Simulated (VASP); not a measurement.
# TiCo3 (Pm-3m) in VASP: a series of runs, part 2 of 2

VASP 6.6.1. The steps go on from the part before.

## Step 3: Single point, PBEsol (10.70 Å³/atom)

This run uses another cell than the first one, of 10.70 Å³/atom.

Input file INCAR:

```
SYSTEM = TiCo3
  PREC = Accurate
  ENCUT = 520
  EDIFF = 1E-6
  ISMEAR = -1
  SIGMA = 0.05
  LREAL = .FALSE.
  LASPH = .TRUE.
  NELM = 60
  ALGO = Normal
  ISIF = 2
  LWAVE = .FALSE.
  LCHARG = .FALSE.
  GGA = PS
  NBANDS = 28
```

Input file KPOINTS:

```
Automatic mesh
0
G
  10 10 10
  0 0 0
```

Input file POSCAR:

```
TiCo3
1.0
    3.4981019942      0.0000000000      0.0000000000
    0.0000000000      3.4981019942      0.0000000000
    0.0000000000      0.0000000000      3.4981019942
Ti Co
1 3
Direct
    0.0000000000      0.0000000000      0.0000000000
    0.0000000000      0.5000000000      0.5000000000
    0.5000000000      0.0000000000      0.5000000000
    0.5000000000      0.5000000000      0.0000000000
```

Potentials or basis: VASP PAW PBE potentials, release 64 (Ti_sv, Co).

The run is started by

```console
> cat potpaw_PBE.64/Ti_sv/POTCAR potpaw_PBE.64/Co/POTCAR > POTCAR
> mpirun -np 1 vasp_std > vasp.out
```

OUTCAR:

```text
SYSTEM = TiCo3
   PREC = Accurate
   ENCUT = 520
   EDIFF = 1E-6
   ISMEAR = -1
   LREAL = .FALSE.
   LASPH = .TRUE.
   NELM = 60
   ISIF = 2
   GGA = PS

 ion  position               nearest neighbor table
   1  0.000  0.000  0.000-   2 2.47   3 2.47   4 2.47   2 2.47   3 2.47   2 2.47   4 2.47   2 2.47
                             3 2.47   4 2.47   3 2.47   4 2.47
   2  0.000  0.500  0.500-   1 2.47   3 2.47   4 2.47   1 2.47   4 2.47   1 2.47   3 2.47   1 2.47
                             3 2.47   4 2.47   4 2.47   3 2.47
[... 948 lines left out ...]
  Direction    XX          YY          ZZ          XY          YZ          ZX
  --------------------------------------------------------------------------------------
  -------------------------------------------------------------------------------------
  Total        1.4364386      1.4364386      1.4364386      0.0000000      0.0000000     -0.0000000
  in kB       53.7650721     53.7650721     53.7650721      0.0000000      0.0000000     -0.0000000
  external PRESSURE =      53.7650721 kB  Pullay stress =       0.0000000 kB

 VOLUME and BASIS-vectors are now :
 -----------------------------------------------------------------------------
  energy-cutoff  :      520.00
  volume of cell :       42.81
      direct lattice vectors                 reciprocal lattice vectors
     3.498101994  0.000000000  0.000000000     0.285869309  0.000000000  0.000000000
     0.000000000  3.498101994  0.000000000     0.000000000  0.285869309  0.000000000
     0.000000000  0.000000000  3.498101994     0.000000000  0.000000000  0.285869309

 POSITION                                       TOTAL-FORCE (eV/Angst)
 -----------------------------------------------------------------------------------
      0.00000      0.00000      0.00000         0.000000      0.000000      0.000000
      0.00000      1.74905      1.74905         0.000000      0.000000      0.000000
      1.74905      0.00000      1.74905         0.000000      0.000000      0.000000
      1.74905      1.74905      0.00000         0.000000      0.000000      0.000000
 -----------------------------------------------------------------------------------
    total drift:                                0.000000      0.000000      0.000000

  FREE ENERGIE OF THE ION-ELECTRON SYSTEM (eV)
  ---------------------------------------------------
  free  energy   TOTEN  =       -32.7192929467 eV

  energy  without entropy=      -32.6779534318  energy(sigma->0) =      -32.69862319
```

OSZICAR:

```text
N       E                     dE             d eps       ncg     rms          rms(c)
DAV:   1     0.315630333430E+03    0.31563E+03   -0.17569E+04  3144   0.186E+03
DAV:   2    -0.131408957428E+02   -0.32877E+03   -0.31702E+03  3140   0.411E+02
DAV:   3    -0.372006896836E+02   -0.24060E+02   -0.23063E+02  4008   0.130E+02
DAV:   4    -0.381911747850E+02   -0.99049E+00   -0.98521E+00  3928   0.238E+01
DAV:   5    -0.382178858222E+02   -0.26711E-01   -0.26707E-01  3676   0.366E+00    0.248E+01
DAV:   6    -0.386985150346E+02   -0.48063E+00   -0.53426E+01  3312   0.966E+01    0.205E+01
DAV:   7    -0.335208909836E+02    0.51776E+01   -0.38987E+01  3808   0.618E+01    0.100E+01
DAV:   8    -0.327784152444E+02    0.74248E+00   -0.28108E+00  4448   0.199E+01    0.309E+00
DAV:   9    -0.327292920291E+02    0.49123E-01   -0.16022E-01  3808   0.421E+00    0.202E+00
DAV:  10    -0.327237357916E+02    0.55562E-02   -0.18947E-01  3772   0.415E+00    0.759E-01
DAV:  11    -0.327207610984E+02    0.29747E-02   -0.13138E-02  3624   0.123E+00    0.375E-01
DAV:  12    -0.327193922757E+02    0.13688E-02   -0.39012E-03  3836   0.614E-01    0.785E-02
DAV:  13    -0.327192950161E+02    0.97260E-04   -0.60293E-04  3564   0.216E-01    0.198E-02
DAV:  14    -0.327193001666E+02   -0.51505E-05   -0.15135E-05  4028   0.332E-02    0.238E-02
DAV:  15    -0.327192927622E+02    0.74043E-05   -0.38026E-05  3556   0.682E-02    0.541E-03
DAV:  16    -0.327192929467E+02   -0.18449E-06   -0.24820E-06  2836   0.129E-02
   1 F= -.32719293E+02 E0= -.32698623E+02  d E =-.413395E-01
```

stdout:

```text
POSCAR found type information on POSCAR TiCo
 POSCAR found :  2 types and       4 ions
 scaLAPACK will be used
 -----------------------------------------------------------------------------
|                                                                             |
|                                                                             |
|     You enforced a specific xc type in the INCAR file but a different       |
|     I HOPE YOU KNOW WHAT YOU ARE DOING!                                     |
|                                                                             |
 -----------------------------------------------------------------------------

 LDA part: xc-table for (Slater+PW92), standard interpolation
 POSCAR, INCAR and KPOINTS ok, starting setup
 FFT: planning ... GRIDC
 FFT: planning ... GRID_SOFT
 FFT: planning ... GRID
 WAVECAR not read
 entering main loop
```

Wall time 1.8 min (1 thread of Intel Xeon 8259CL, shared host); peak memory 0.2 GiB.

What came out:

```
Free energy            : -32.7193 eV
Pressure               : 5.4 GPa
Band gap on the k mesh : zero (an odd number of electrons rules out a gap without spin polarisation)
```

Caveat: the cell stands under pressure; the PAW data sets were made with another functional, which shifts forces and pressure a little; the run has no spin polarisation, though such a crystal can be magnetic.

## Step 4: Single point, PBEsol (12.07 Å³/atom)

This run uses another cell than the first one, of 12.07 Å³/atom.

Input file INCAR:

```
  ALGO = Normal
  EDIFF = 1E-6
  ENCUT = 520
  GGA = PS
  ISIF = 2
  ISMEAR = -1
  LASPH = True
  LCHARG = True
  LELF = True
  LREAL = False
  LVHAR = True
  LWAVE = False
  NBANDS = 28
  NELM = 80
  PREC = Accurate
  SIGMA = 0.05
```

Input file KPOINTS:

```
k-points
0
Gamma
  10 10 10
```

Input file POSCAR:

```
TiCo3
1.0
    3.6410373889      0.0000000000      0.0000000000
    0.0000000000      3.6410373889      0.0000000000
    0.0000000000      0.0000000000      3.6410373889
Ti Co
1 3
Direct
    0.0000000000      0.0000000000      0.0000000000
    0.0000000000      0.5000000000      0.5000000000
    0.5000000000      0.0000000000      0.5000000000
    0.5000000000      0.5000000000      0.0000000000
```

The run is started by

```console
> cat potpaw_PBE.64/Ti_sv/POTCAR potpaw_PBE.64/Co/POTCAR > POTCAR
> mpirun -np 1 vasp_std > vasp.out
```

Run time: 97 s. Hardware: 1 thread of Intel Xeon 8259CL, shared host; peak memory 0.2 GiB.

It converged, with:

| Item | Value |
| --- | --- |
| Free energy | -32.4413 eV |
| Pressure | -19.0 GPa |
| Band gap on the k mesh | zero (an odd number of electrons rules out a gap without spin polarisation) |

Levels at points of the mesh, in eV from the Fermi level:
```tsv
k point	band 16	band 17	band 18	band 19	band 20	band 21	band 22	band 23	band 24	band 25
(0.00, 0.00, 0.00)	-0.05	0.42	0.63	0.63	0.63	2.38	2.38	3.17	3.17	3.17
(0.50, 0.00, 0.00)	-0.64	-0.51	-0.51	-0.44	0.10	0.63	1.15	1.15	1.82	2.31
(0.50, 0.50, 0.00)	-1.12	-0.79	-0.71	-0.71	-0.33	-0.31	1.62	1.62	1.98	1.98
(0.50, 0.50, 0.50)	-0.85	0.06	0.44	0.44	0.44	0.74	0.74	0.74	2.03	2.03
```

Caveat: the cell stands under tension; the PAW data sets were made with another functional, which shifts forces and pressure a little; the run has no spin polarisation, though such a crystal can be magnetic. Spin polarisation is off, so any magnetic state and its effect on volume and gap are missing.

## Step 5: Single point, PBEsol (12.75 Å³/atom)

This run uses another cell than the first one, of 12.75 Å³/atom.

Input file INCAR:

```
SYSTEM = TiCo3
PREC = Accurate
ENCUT = 520
EDIFF = 1E-6
ISMEAR = -1
SIGMA = 0.05
LREAL = .FALSE.
LASPH = .TRUE.
NELM = 80
ALGO = Normal
ISIF = 2
LWAVE = .FALSE.
LCHARG = .FALSE.
GGA = PS
NBANDS = 28
```

Input file KPOINTS:

```
regular mesh
0
G
  10 10 10
  0 0 0
```

Input file POSCAR:

```
TiCo3
1.0
    3.7084792875      0.0000000000      0.0000000000
    0.0000000000      3.7084792875      0.0000000000
    0.0000000000      0.0000000000      3.7084792875
Ti Co
1 3
Direct
    0.0000000000      0.0000000000      0.0000000000
    0.0000000000      0.5000000000      0.5000000000
    0.5000000000      0.0000000000      0.5000000000
    0.5000000000      0.5000000000      0.0000000000
```

The run is started by

```console
> cat potpaw_PBE.64/Ti_sv/POTCAR potpaw_PBE.64/Co/POTCAR > POTCAR
> mpirun -np 1 vasp_std > vasp.out
```

Wall time 1.7 min (1 thread of Intel Xeon 8259CL, shared host); peak memory 0.21 GiB.

It converged, with:

- Free energy: -32.0540 eV
- Pressure: -26.2 GPa
- Band gap on the k mesh: zero (an odd number of electrons rules out a gap without spin polarisation)

Levels at points of the mesh, in eV from the Fermi level:
```
           k point  band 17  band 18  band 19  band 20  band 21  band 22  band 23  band 24
(0.00, 0.00, 0.00)     0.39     0.58     0.58     0.58     2.21     2.21     3.02     3.02
(0.50, 0.00, 0.00)    -0.48    -0.48    -0.40     0.09     0.58     1.08     1.08     1.70
(0.50, 0.50, 0.00)    -0.73    -0.65    -0.65    -0.30    -0.29     1.52     1.52     1.81
(0.50, 0.50, 0.50)     0.13     0.40     0.40     0.40     0.68     0.68     0.68     1.87
```

Caveat: the cell stands under tension; the PAW data sets were made with another functional, which shifts forces and pressure a little; the run has no spin polarisation, though such a crystal can be magnetic. Spin polarisation is off, so any magnetic state and its effect on volume and gap are missing.

## Step 6: Overview

```csv
cell,gap on the mesh (eV),pressure (GPa)
"a = 3.422 Å, 4 atoms",none,25.4
"a = 3.498 Å, 4 atoms",none,5.4
"a = 3.641 Å, 4 atoms",none,-19.0
"a = 3.708 Å, 4 atoms",none,-26.2
```

Alike in all rows: task single point; level PBEsol; potentials or basis VASP PAW PBE potentials, release 64 (Ti_sv, Co); no spin polarisation; k mesh 10 × 10 × 10; cutoff (eV) 520; smearing fermi-dirac 0.05 eV.

Caveats: the PAW data sets were made with another functional, which shifts forces and pressure a little; the run has no spin polarisation, though such a crystal can be magnetic; the cell stands under pressure (at least some runs); the cell stands under tension (at least some runs).

Total energies depend on the potentials used, so only differences within one code and one set of settings carry meaning.
